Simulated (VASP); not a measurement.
# Al (Fmmm) in VASP: single point with r2SCAN

Aim: the single point of Al with r2SCAN.

Everything below comes from runs of VASP 6.6.1. Logs are shortened: lines on timing, memory, paths and dates and some standing lists are left out, and cuts for length are marked.

**1. The cell of the first run**

The structure is orthorhombic, space group Fmmm (No. 69). Conventional cell: a = 3.182 Å, b = 4.276 Å, c = 4.726 Å, α = 90.00°, β = 90.00°, γ = 90.00°. Within 3.5 Å of Al (site symmetry mmm) lie 14 Al at 2.66 to 3.19 Å.

**2. Single point, r2SCAN (strain -0.1000 x Voigt [0, 0, 0, 1, 0, 0])**

POSCAR reads:

```
Al
1.0
   -1.5912186900      1.5116577555      1.5116577555
    1.5912186900     -1.6707796245      1.6707796245
    1.5912186900      1.6707796245     -1.6707796245
Al
1
Direct
    0.0000000000      0.0000000000      0.0000000000
```

INCAR.step1 reads:

```
SYSTEM = Al
PREC     = Accurate       ! precision mode
ENCUT    = 520            ! plane-wave cutoff, eV
ISMEAR   = 0              ! smearing method
SIGMA    = 0.15           ! smearing width, eV
LREAL    = .False.        ! projectors in reciprocal space
LASPH    = .True.         ! aspherical terms in the spheres
NELM     = 60             ! most SCF steps
NBANDS   = 8              ! bands
GGA      = PE             ! functional
ALGO     = Normal         ! electronic algorithm
EDIFF    = 1E-4           ! SCF threshold, eV
LWAVE    = .True.         ! write WAVECAR
LCHARG   = .False.        ! write CHGCAR
```

INCAR.step2 reads:

```
SYSTEM = Al
PREC     = Accurate       ! precision mode
ENCUT    = 520            ! plane-wave cutoff, eV
EDIFF    = 1E-7           ! SCF threshold, eV
ISMEAR   = 0              ! smearing method
SIGMA    = 0.15           ! smearing width, eV
LREAL    = .False.        ! projectors in reciprocal space
LASPH    = .True.         ! aspherical terms in the spheres
NELM     = 60             ! most SCF steps
ALGO     = Normal         ! electronic algorithm
ISIF     = 2              ! what is computed and relaxed
LWAVE    = .False.        ! write WAVECAR
LCHARG   = .False.        ! write CHGCAR
METAGGA  = R2SCAN         ! meta-GGA
LMIXTAU  = .True.       
NBANDS   = 8              ! bands
ISTART   = 1
```

KPOINTS reads:

```
Automatic mesh
0
Gamma
  20 20 20
  0 0 0
```

Potentials or basis: VASP PAW PBE potentials, release 64 (Al).

Command:

```console
$ cat potpaw_PBE.64/Al/POTCAR > POTCAR
$ cp INCAR.step1 INCAR
$ mpirun -np 1 vasp_std > vasp.out
$ cp INCAR.step2 INCAR
$ mpirun -np 1 vasp_std > vasp.out
```

OUTCAR:

```text
SYSTEM = Al
   PREC = Accurate
   ENCUT = 520
   EDIFF = 1E-7
   ISMEAR = 0
   LREAL = .False.
   LASPH = .True.
   NELM = 60
   ISIF = 2
   METAGGA = R2SCAN
   ISTART = 1

 ion  position               nearest neighbor table
   1  0.000  0.000  0.000-

  LATTYP: Found a face centered orthorhombic cell.
 ALAT       =     3.1824373800
 B/A-ratio  =     1.3435028843
 C/A-ratio  =     1.4849242405

  Lattice vectors:

 A1 = (   0.0000000000,  -0.1591218690,   3.1824373800)
 A2 = (   1.5912186900,  -1.6707796245,   1.6707796245)
 A3 = (   1.5912186900,   1.5116577555,   1.5116577555)

Analysis of symmetry for initial positions (statically):
=====================================================================
 Subroutine PRICEL returns:
 Original cell was already a primitive cell.

 Routine SETGRP: Setting up the symmetry group for a
 face centered orthorhombic supercell.

 Subroutine GETGRP returns: Found  8 space group operations
 (whereof  8 operations were pure point group operations)
 out of a pool of  8 trial point group operations.

The static configuration has the point symmetry D_2h.

Analysis of symmetry for dynamics (positions and initial velocities):
=====================================================================
 Subroutine PRICEL returns:
 Original cell was already a primitive cell.

 Routine SETGRP: Setting up the symmetry group for a
 face centered orthorhombic supercell.

 Subroutine GETGRP returns: Found  8 space group operations
 (whereof  8 operations were pure point group operations)
 out of a pool of  8 trial point group operations.

The dynamic configuration has the point symmetry D_2h.

 Subroutine INISYM returns: Found  8 space group operations
 (whereof  8 operations are pure point group operations),
 and found     1 'primitive' translations

----------------------------------------------------------------------------------------

                                     Primitive cell

  volume of cell :      16.0754

  direct lattice vectors                    reciprocal lattice vectors
    -1.591218690  1.511657755  1.511657755     0.000000000  0.330762700  0.330762700
     1.591218690 -1.670779624  1.670779624     0.314224565  0.015750605  0.315012095
     1.591218690  1.670779624 -1.670779624     0.314224565  0.315012095  0.015750605

  length of vectors
     2.664994420  2.848681454  2.848681454     0.467769096  0.445216552  0.445216552
[... 79 lines left out ...]
   EDIFF  = 0.1E-06   stopping-criterion for ELM
   LREAL  =      F    real-space projection
   EDIFFG = 0.1E-05   stopping-criterion for IOM
   NSW    =      0    number of steps for IOM
   IBRION =     -1    ionic relax: 0-MD 1-quasi-New 2-CG
   NFREE  =      0    steps in history (QN), initial steepest desc. (CG)
   ISIF   =      2    stress and relaxation
   ISYM   =      2    0-nonsym 1-usesym 2-fastsym
   POTIM  = 0.5000    time-step for ionic-motion
   TEBEG  =    0.0;   TEEND  =   0.0 temperature during run
   PSTRESS=    0.0 pullay stress
   NELECT =       3.0000    total number of electrons
   NUPDOWN=      -1.0000    fix difference up-down
   EMIN   =  10.00;   EMAX   =-10.00  energy-range for DOS
   EFERMI =   0.00;   METHOD = LEGACY
   ISMEAR =     0;   SIGMA  =   0.15  broadening in eV -4-tet -1-fermi 0-gaus
   EFERMI_NEDOS =   21; number of points for ismear=-14 and -15
   IALGO  =     38    algorithm
   IMIX   =      4    mixing-type and parameters
     AMIX     =   0.40;   BMIX     =  1.00
     AMIX_MAG =   1.60;   BMIX_MAG =  1.00
  volume/ion in A,a.u.               =      16.08       108.48
  Fermi-wavevector in a.u.,A,eV,Ry     =   0.935537  1.767909 11.908226  0.875230
  Thomas-Fermi vector in A             =   2.062455
   LORBIT       =      0    0 simple, 1 ext, 2 COOP (PROOUT), +10 PAW based schemes
   METAGGA = R2SCAN    functional components
   LHFCALC =     F    Hartree Fock is set to
   AEXX    =    0.0000 exact exchange contribution
   IVDW    =     0    specifies the selected vdW correction
   LEPSILON=     F    determine dielectric tensor
   LRPA    =     F    only Hartree local field effects (RPA)
 non-spin polarized calculation
 Gauss-broadening in eV      SIGMA  =   0.15
  energy-cutoff  :      520.00
  volume of cell :       16.08
 maximum number of plane-waves:       448
   NGX =  9   NGY = 11   NGZ = 11

 number of electron       3.0000000 magnetization

 Free energy of the ion-electron system (eV)
  ---------------------------------------------------
  ext. energy  EPLUGINS =         0.00000000
  ---------------------------------------------------
  free energy    TOTEN  =        -6.59681752 eV

  energy without entropy =       -6.59192514  energy(sigma->0) =       -6.59437133

 E-fermi :   8.2971     XC(G=0): -11.0166

 val. band max:        8.2948071718   @ k =   0.4500  -0.3500   0.1500
 cond. band min:       8.3022311554   @ k =   0.2000   0.3000   0.2000
 fundamental gap:      0.0074239836
 Fermi energy:         8.2970565631

 k-point     1 :       0.0000    0.0000    0.0000
  band No.  band energies     occupation
      1      -3.7448      2.00000
      2      21.4199      0.00000
      3      21.7855      0.00000
      4      22.6254      0.00000
      5      23.3197      0.00000
      6      24.6828      0.00000
      7      25.3145      0.00000
      8      25.8644      0.00000
[... 243 lines left out ...]
 k-point    24 :       0.1000    0.1000   -0.0000
  band No.  band energies     occupation
      1      -2.7475      2.00000
      2      17.2652      0.00000
      3      19.0495      0.00000
      4      19.6647      0.00000
      5      21.8388      0.00000
      6      23.3781      0.00000
      7      25.7109      0.00000
      8      26.1541      0.00000

 [... further k-points ...]

------------------------ aborting loop because EDIFF is reached ----------------------------------------

  FORCE on cell =-STRESS in cart. coord.  units (eV):
  Direction    XX          YY          ZZ          XY          YZ          ZX
  --------------------------------------------------------------------------------------
  -------------------------------------------------------------------------------------
  Total        0.1622090      0.1276576      0.1276576      0.0000000      0.5850439      0.0000000
  in kB       16.1667566     12.7231578     12.7231578      0.0000000     58.3091241      0.0000000
  external PRESSURE =      13.8710241 kB  Pullay stress =       0.0000000 kB

 VOLUME and BASIS-vectors are now :
 -----------------------------------------------------------------------------
  energy-cutoff  :      520.00
  volume of cell :       16.08
      direct lattice vectors                 reciprocal lattice vectors
    -1.591218690  1.511657755  1.511657755     0.000000000  0.330762700  0.330762700
     1.591218690 -1.670779624  1.670779624     0.314224565  0.015750605  0.315012095
     1.591218690  1.670779624 -1.670779624     0.314224565  0.315012095  0.015750605

 POSITION                                       TOTAL-FORCE (eV/Angst)
 -----------------------------------------------------------------------------------
      0.00000      0.00000      0.00000        -0.000000      0.000000      0.000000
 -----------------------------------------------------------------------------------
    total drift:                                0.000000     -0.000000     -0.000000

  FREE ENERGIE OF THE ION-ELECTRON SYSTEM (eV)
  ---------------------------------------------------
  free  energy   TOTEN  =        -6.5968175242 eV

  energy  without entropy=       -6.5919251425  energy(sigma->0) =       -6.59437133
```

OUTCAR.step1:

```text
SYSTEM = Al
   PREC = Accurate
   ENCUT = 520
   ISMEAR = 0
   LREAL = .False.
   LASPH = .True.
   NELM = 60
[... 482 lines left out ...]
 -----------------------------------------------------------------------------------
      0.00000      0.00000      0.00000         0.000000      0.000000      0.000000
 -----------------------------------------------------------------------------------
    total drift:                                0.000000     -0.000000     -0.000000

  FREE ENERGIE OF THE ION-ELECTRON SYSTEM (eV)
  ---------------------------------------------------
  free  energy   TOTEN  =        -3.6163183308 eV

  energy  without entropy=       -3.6113259615  energy(sigma->0) =       -3.61382215
```

Wall time 5.2 min (1 thread of Intel Xeon Platinum 8488C (Sapphire Rapids), shared host); peak memory 0.24 GiB.

What came out:

```yaml
Free_energy: -6.5968 eV
Pressure: 1.4 GPa
Band_gap_on_the_k_mesh: zero (an odd number of electrons rules out a gap without spin polarisation)
```

Caveat: the cell differs from its parent crystal (strain -0.1000 x Voigt [0, 0, 0, 1, 0, 0]); the PAW data sets were made with another functional, which shifts forces and pressure a little.
